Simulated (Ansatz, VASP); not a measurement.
# Two plane-wave programs on HfN

```
CELL_PARAMETERS angstrom
0.00000 2.25900 2.25900
2.25900 0.00000 2.25900
2.25900 2.25900 0.00000
ATOMIC_POSITIONS crystal
Hf 0.00000 0.00000 0.00000
N 0.50000 0.50000 0.50000
```

Alike in both runs: task single point; functional PBE; k mesh 20 × 20 × 20; occupations gaussian, width 0.15 eV; no spin polarisation.

|  | VASP | Ansatz |
| --- | --- | --- |
| version | VASP 6.6.1 | Ansatz 0.2.0 |
| potentials or method | VASP PAW PBE potentials, release 64 (Hf_pv, N), cutoff 520 eV | scalar-relativistic, plane waves, PAW |
| valence electrons in the cell | 15 | 31 |

VASP gave:

* gap on the k mesh at the Fermi level (eV): none
* pressure (GPa): 3.0

What did Ansatz give for the same quantities?

gap on the k mesh at the Fermi level (eV): none; pressure (GPa): 5.4.

A gap of «none» marks a metal or a gap that the smearing closes. The functional is the same, so the differences come from potentials, cutoffs and numerics. VASP's potentials hold 15 valence electrons a cell and Ansatz's 31, so a difference there can come from the potentials and not from the codes.

Spin-orbit coupling is off throughout.
